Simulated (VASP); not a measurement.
# PbO (P4/nmm) in VASP: notebook

The runs below take PbO through single point, with PBE.

All numbers are computed with VASP 6.6.1; they aren't measurements. Logs are shortened: lines on timing, memory, paths and dates and some standing lists are left out, and cuts for length are marked.

### 1 The cell of the first run

Symmetry: P4/nmm, No. 129, tetragonal system. Conventional cell: a = 3.974 Å, b = 3.974 Å, c = 5.273 Å, α = 90.00°, β = 90.00°, γ = 90.00°. Pb (site symmetry 4mm) has 4 O at 2.34 Å within 3.1 Å. O (site symmetry -4m2) has 4 Pb at 2.34 Å and 4 O at 2.81 Å within 3.1 Å.

### 2 Single point, PBE (strain +0.000 along x and y, +0.050 along z)

File INCAR:

```
  PREC = Accurate
  ENCUT = 520
  EDIFF = 1E-7
  ISMEAR = 0
  SIGMA = 0.05
  LREAL = F
  LASPH = T
  NELM = 60
  ALGO = Normal
  ISIF = 2
  LWAVE = F
  LCHARG = F
  GGA = PE
  NBANDS = 28
```

File KPOINTS:

```
Automatic mesh
0
Gamma
  8 8 6
```

File POSCAR:

```
PbO
1.0
    3.9744000000      0.0000000000      0.0000000000
    0.0000000000      3.9744000000      0.0000000000
    0.0000000000      0.0000000000      5.2731000000
Pb O
2 2
Direct
    0.0000000000      0.5000000000      0.2351000000
    0.5000000000      0.0000000000      0.7649000000
    0.0000000000      0.0000000000      0.0000000000
    0.5000000000      0.5000000000      0.0000000000
```

Potentials or basis: VASP PAW PBE potentials, release 64 (Pb_d, O).

Run with:

```bash
$ cat potpaw_PBE.64/Pb_d/POTCAR potpaw_PBE.64/O/POTCAR > POTCAR
$ mpirun -np 1 vasp_std > vasp.out
```

OUTCAR:

```text
PREC = Accurate
   ENCUT = 520
   EDIFF = 1E-7
   ISMEAR = 0
   LREAL = F
   LASPH = T
   NELM = 60
   ISIF = 2
   GGA = PE

 ion  position               nearest neighbor table
   1  0.000  0.500  0.235-   3 2.34   4 2.34   3 2.34   4 2.34   2 3.75   2 3.75   2 3.75   2 3.75
                             2 3.96   2 3.96   2 3.96   2 3.96
   2  0.500  0.000  0.765-   3 2.34   4 2.34   4 2.34   3 2.34   1 3.75   1 3.75   1 3.75   1 3.75
                             1 3.96   1 3.96   1 3.96   1 3.96
   3  0.000  0.000  0.000-   1 2.34   2 2.34   1 2.34   2 2.34
   4  0.500  0.500  0.000-   1 2.34   2 2.34   2 2.34   1 2.34

  LATTYP: Found a simple tetragonal cell.
 ALAT       =     3.9744000000
 C/A-ratio  =     1.3267663043

  Lattice vectors:

 A1 = (   3.9744000000,   0.0000000000,   0.0000000000)
 A2 = (   0.0000000000,   3.9744000000,   0.0000000000)
 A3 = (   0.0000000000,   0.0000000000,   5.2731000000)

Analysis of symmetry for initial positions (statically):
=====================================================================
 Subroutine PRICEL returns:
 Original cell was already a primitive cell.

 Routine SETGRP: Setting up the symmetry group for a
 simple tetragonal supercell.

 Subroutine GETGRP returns: Found 16 space group operations
 (whereof  8 operations were pure point group operations)
 out of a pool of 16 trial point group operations.

The static configuration has the point symmetry D_2d.
 The point group associated with its full space group is D_4h.

Analysis of symmetry for dynamics (positions and initial velocities):
=====================================================================
 Subroutine PRICEL returns:
 Original cell was already a primitive cell.

 Routine SETGRP: Setting up the symmetry group for a
 simple tetragonal supercell.

 Subroutine GETGRP returns: Found 16 space group operations
 (whereof  8 operations were pure point group operations)
 out of a pool of 16 trial point group operations.

The dynamic configuration has the point symmetry D_2d.
 The point group associated with its full space group is D_4h.

 Subroutine INISYM returns: Found 16 space group operations
 (whereof  8 operations are pure point group operations),
 and found     1 'primitive' translations

----------------------------------------------------------------------------------------

                                     Primitive cell

  volume of cell :      83.2931

  direct lattice vectors                    reciprocal lattice vectors
     3.974400000  0.000000000  0.000000000     0.251610306  0.000000000  0.000000000
     0.000000000  3.974400000  0.000000000     0.000000000  0.251610306  0.000000000
     0.000000000  0.000000000  5.273100000     0.000000000  0.000000000  0.189641767

  length of vectors
     3.974400000  3.974400000  5.273100000     0.251610306  0.251610306  0.189641767

  position of ions in fractional coordinates (direct lattice)
     0.000000000  0.500000000  0.235100000
     0.500000000  0.000000000  0.764900000
     0.000000000  0.000000000  0.000000000
     0.500000000  0.500000000  0.000000000

  ion indices of the primitive-cell ions
   primitive index   ion index
                 1           1
                 2           2
                 3           3
                 4           4

----------------------------------------------------------------------------------------

 KPOINTS: Automatic mesh

Automatic generation of k-mesh.
 Grid dimensions read from file:
 generate k-points for:    8    8    6

 Generating k-lattice:

  Cartesian coordinates                     Fractional coordinates (reciprocal lattice)
     0.031451288  0.000000000  0.000000000     0.125000000  0.000000000  0.000000000
     0.000000000  0.031451288  0.000000000     0.000000000  0.125000000  0.000000000
     0.000000000  0.000000000  0.031606961     0.000000000  0.000000000  0.166666667

  Length of vectors
     0.031451288  0.031451288  0.031606961

  Shift w.r.t. Gamma in fractional coordinates (k-lattice)
     0.000000000  0.000000000  0.000000000

 Subroutine IBZKPT returns following result:
 ===========================================

 Found     60 irreducible k-points:

 Following reciprocal coordinates:
            Coordinates               Weight
  0.000000  0.000000  0.000000      1.000000
  0.125000  0.000000  0.000000      4.000000
  0.250000  0.000000  0.000000      4.000000
  0.375000  0.000000  0.000000      4.000000
  0.500000  0.000000  0.000000      2.000000
  0.125000  0.125000  0.000000      4.000000
[... 16 lines left out ...]
  0.375000  0.125000  0.166667     16.000000
  0.500000  0.125000  0.166667      8.000000
 [... further k-points ...]
   k-points           NKPTS =     60   k-points in BZ     NKDIM =     60   number of bands    NBANDS=     28
   number of dos      NEDOS =    301   number of ions     NIONS =      4
   total plane-waves  NPLWV =  36000
   dimension x,y,z NGX =    30 NGY =   30 NGZ =   40
   dimension x,y,z NGXF=    60 NGYF=   60 NGZF=   80
   ions per type =               2   2
   NGX,Y,Z   is equivalent  to a cutoff of  12.55, 12.55, 12.61 a.u.
   NGXF,Y,Z  is equivalent  to a cutoff of  25.10, 25.10, 25.22 a.u.
 SYSTEM =  unknown system
   PREC   = accura    normal or accurate (medium, high low for compatibility)
   ISTART =      0    job   : 0-new  1-cont  2-samecut
   ICHARG =      2    charge: 1-file 2-atom 10-const
   ISPIN  =      1    spin polarized calculation?
   LNONCOLLINEAR =      F non collinear calculations
   LSORBIT =      F    spin-orbit coupling
   LASPH  =      T    aspherical Exc in radial PAW
   ENCUT  =  520.0 eV  38.22 Ry    6.18 a.u.   7.39  7.39  9.80*2*pi/ulx,y,z
   NELM   =     60;   NELMIN=  2; NELMDL= -5     # of ELM steps
   EDIFF  = 0.1E-06   stopping-criterion for ELM
   LREAL  =      F    real-space projection
   EDIFFG = 0.1E-05   stopping-criterion for IOM
   NSW    =      0    number of steps for IOM
   IBRION =     -1    ionic relax: 0-MD 1-quasi-New 2-CG
   NFREE  =      0    steps in history (QN), initial steepest desc. (CG)
   ISIF   =      2    stress and relaxation
   ISYM   =      2    0-nonsym 1-usesym 2-fastsym
   POTIM  = 0.5000    time-step for ionic-motion
   TEBEG  =    0.0;   TEEND  =   0.0 temperature during run
   PSTRESS=    0.0 pullay stress
   NELECT =      40.0000    total number of electrons
   NUPDOWN=      -1.0000    fix difference up-down
   EMIN   =  10.00;   EMAX   =-10.00  energy-range for DOS
   EFERMI =   0.00;   METHOD = LEGACY
   ISMEAR =     0;   SIGMA  =   0.05  broadening in eV -4-tet -1-fermi 0-gaus
   EFERMI_NEDOS =   21; number of points for ismear=-14 and -15
   IALGO  =     38    algorithm
   IMIX   =      4    mixing-type and parameters
     AMIX     =   0.40;   BMIX     =  1.00
     AMIX_MAG =   1.60;   BMIX_MAG =  1.00
  volume/ion in A,a.u.               =      20.82       140.52
  Fermi-wavevector in a.u.,A,eV,Ry     =   1.282011  2.422650 22.361888  1.643552
  Thomas-Fermi vector in A             =   2.414348
   LORBIT       =      0    0 simple, 1 ext, 2 COOP (PROOUT), +10 PAW based schemes
   GGA     = PE    functional components
   LHFCALC =     F    Hartree Fock is set to
   AEXX    =    0.0000 exact exchange contribution
   IVDW    =     0    specifies the selected vdW correction
   LEPSILON=     F    determine dielectric tensor
   LRPA    =     F    only Hartree local field effects (RPA)
 non-spin polarized calculation
 Gauss-broadening in eV      SIGMA  =   0.05
  energy-cutoff  :      520.00
  volume of cell :       83.29
 maximum number of plane-waves:      2283
 NGX is ok and might be reduce to    30
   NGX = 15   NGY = 15   NGZ = 19

 number of electron      39.9999993 magnetization

 Free energy of the ion-electron system (eV)
  ---------------------------------------------------
  ext. energy  EPLUGINS =         0.00000000
  ---------------------------------------------------
  free energy    TOTEN  =       -21.45975793 eV

  energy without entropy =      -21.45975793  energy(sigma->0) =      -21.45975793

 E-fermi :   4.9504     XC(G=0):  -9.5820

 val. band max:        4.7074334508   @ k =   0.0000   0.0000   0.0000
 cond. band min:       5.9120495236   @ k =   0.5000   0.5000   0.0000
 fundamental gap:      1.2046160728
 Fermi energy:         4.9503669278

 k-point     1 :       0.0000    0.0000    0.0000
  band No.  band energies     occupation
      1     -13.4384      2.00000
      2     -12.9300      2.00000
      3     -11.3107      2.00000
      4     -11.3107      2.00000
      5     -11.2737      2.00000
      6     -11.2559      2.00000
[... 20 lines left out ...]
     27      12.1117      0.00000
     28      12.7667      0.00000

 k-point     2 :       0.1250    0.0000    0.0000
  band No.  band energies     occupation
      1     -13.4084      2.00000
      2     -12.9425      2.00000
      3     -11.3049      2.00000
      4     -11.3045      2.00000
      5     -11.2639      2.00000
      6     -11.2458      2.00000
[... 20 lines left out ...]
     27      12.3752      0.00000
     28      13.7817      0.00000

 k-point     3 :       0.2500    0.0000    0.0000
  band No.  band energies     occupation
      1     -13.3308      2.00000
      2     -12.9815      2.00000
      3     -11.2879      2.00000
      4     -11.2875      2.00000
      5     -11.2394      2.00000
      6     -11.2167      2.00000
[... 20 lines left out ...]
     27      12.6701      0.00000
     28      15.6096      0.00000

 k-point     4 :       0.3750    0.0000    0.0000
  band No.  band energies     occupation
      1     -13.2318      2.00000
      2     -13.0469      2.00000
      3     -11.2641      2.00000
      4     -11.2639      2.00000
      5     -11.2291      2.00000
      6     -11.2183      2.00000
[... 578 lines left out ...]
     27      13.5949      0.00000
     28      15.0448      0.00000

 k-point    23 :       0.3750    0.1250    0.1667
  band No.  band energies     occupation
      1     -13.2218      2.00000
      2     -13.0522      2.00000
      3     -11.2698      2.00000
      4     -11.2513      2.00000
      5     -11.2289      2.00000
      6     -11.2128      2.00000
[... 20 lines left out ...]
     27      13.8005      0.00000
     28      14.3712      0.00000

 k-point    24 :       0.5000    0.1250    0.1667
  band No.  band energies     occupation
      1     -13.1324      2.00000
      2     -13.1324      2.00000
      3     -11.2522      2.00000
      4     -11.2522      2.00000
      5     -11.2252      2.00000
      6     -11.2252      2.00000
[... 20 lines left out ...]
     27      14.0372      0.00000
     28      14.0372      0.00000

 [... further k-points ...]
[... 5 lines left out ...]
  --------------------------------------------------------------------------------------
  -------------------------------------------------------------------------------------
  Total        1.0504803      1.0504803     -0.3037047      0.0000000      0.0000000      0.0000000
  in kB       20.2064186     20.2064186     -5.8418849      0.0000000      0.0000000      0.0000000
  external PRESSURE =      11.5236508 kB  Pullay stress =       0.0000000 kB

 VOLUME and BASIS-vectors are now :
 -----------------------------------------------------------------------------
  energy-cutoff  :      520.00
  volume of cell :       83.29
      direct lattice vectors                 reciprocal lattice vectors
     3.974400000  0.000000000  0.000000000     0.251610306  0.000000000  0.000000000
     0.000000000  3.974400000  0.000000000     0.000000000  0.251610306  0.000000000
     0.000000000  0.000000000  5.273100000     0.000000000  0.000000000  0.189641767

 POSITION                                       TOTAL-FORCE (eV/Angst)
 -----------------------------------------------------------------------------------
      0.00000      1.98720      1.23971        -0.000000      0.000000     -0.377629
      1.98720      0.00000      4.03339         0.000000      0.000000      0.377629
      0.00000      0.00000      0.00000        -0.000000      0.000000      0.000000
      1.98720      1.98720      0.00000         0.000000     -0.000000      0.000000
 -----------------------------------------------------------------------------------
    total drift:                                0.000000      0.000000     -0.000000

  FREE ENERGIE OF THE ION-ELECTRON SYSTEM (eV)
  ---------------------------------------------------
  free  energy   TOTEN  =       -21.4597579285 eV

  energy  without entropy=      -21.4597579285  energy(sigma->0) =      -21.45975793
```

Run time: 74 s. Hardware: 1 thread of AMD EPYC 9R45 (Zen 5), shared host; peak memory 0.22 GiB.

What came out:

```
Free energy            : -21.4598 eV
Pressure               : 1.2 GPa
Largest force          : 0.378 eV/Å
Band gap on the k mesh : 1.20 eV, indirect (least direct gap 2.05 eV)
```

Forces in eV/Å, atoms in the order of the input:
```
Pb   0.000  0.000 -0.378
Pb   0.000  0.000  0.378
O    0.000  0.000  0.000
O    0.000  0.000  0.000
```

Caveat: the cell differs from its parent crystal (strain +0.000 along x and y, +0.050 along z); spin-orbit coupling is left out, which moves the levels of the heavy elements. A k mesh can miss the band edges.

### 3 Single point, PBE (strain +0.025 along x and y, +0.000 along z)

File INCAR:

```
SYSTEM = PbO
PREC = Accurate ; ENCUT = 520
EDIFF = 1E-6 ; ISMEAR = 0
SIGMA = 0.05 ; LREAL = .FALSE.
LASPH = .TRUE. ; NELM = 60
ALGO = Normal ; ISIF = 2
LWAVE = .FALSE. ; LCHARG = .FALSE.
GGA = PE ; NBANDS = 28
```

File KPOINTS:

```
regular mesh
0
G
  8 8 6
  0 0 0
```

File POSCAR:

```
PbO
1.0
    4.0737600000      0.0000000000      0.0000000000
    0.0000000000      4.0737600000      0.0000000000
    0.0000000000      0.0000000000      5.0220000000
Pb O
2 2
Direct
    0.0000000000      0.5000000000      0.2351000000
    0.5000000000      0.0000000000      0.7649000000
    0.0000000000      0.0000000000      0.0000000000
    0.5000000000      0.5000000000      0.0000000000
```

Potentials or basis: VASP PAW PBE potentials, release 64 (Pb_d, O).

Run with:

```bash
$ cat potpaw_PBE.64/Pb_d/POTCAR potpaw_PBE.64/O/POTCAR > POTCAR
$ mpirun -np 1 vasp_std > vasp.out
```

Run time: 62 s. Hardware: 1 thread of AMD EPYC 9R45 (Zen 5), shared host; peak memory 0.22 GiB.

Results (log left out):

| Quantity | Value |
| --- | --- |
| Free energy | -21.4817 eV |
| Pressure | 0.5 GPa |
| Largest force | 0.073 eV/Å |
| Band gap on the k mesh | 1.37 eV, indirect (least direct gap 2.22 eV) |

Forces in eV/Å, atoms in the order of the input:
```
Pb   0.000  0.000 -0.073
Pb   0.000  0.000  0.073
O    0.000  0.000  0.000
O    0.000  0.000  0.000
```

Stress tensor (GPa, compression positive):
```
0.29 0.00 0.00
0.00 0.29 0.00
0.00 0.00 1.02
```

Levels at points of the mesh, in eV from the valence-band top:
```csv
k point,band 16,band 17,band 18,band 19,band 20,band 21,band 22,band 23,band 24,band 25
"(0.00, 0.00, 0.00)",-3.92,-1.46,-1.46,-1.44,-0.02,2.31,5.47,5.58,5.58,6.60
"(0.50, 0.00, 0.00)",-2.81,-2.73,-2.73,-1.38,-1.38,3.41,3.41,6.40,6.40,6.55
"(0.50, 0.50, 0.00)",-3.01,-1.46,-1.46,-0.85,-0.85,1.37,1.37,5.37,5.37,7.83
"(0.00, 0.00, 0.50)",-3.77,-1.49,-1.49,-1.49,-0.62,1.87,4.05,4.05,4.10,8.48
"(0.50, 0.00, 0.50)",-3.32,-2.69,-2.69,-0.78,-0.78,3.13,3.13,6.19,6.19,7.18
"(0.50, 0.50, 0.50)",-3.45,-2.04,-2.04,-0.85,-0.85,3.61,3.61,4.74,4.74,5.62
```

Caveat: the cell differs from its parent crystal (strain +0.025 along x and y, +0.000 along z); spin-orbit coupling is left out, which moves the levels of the heavy elements.
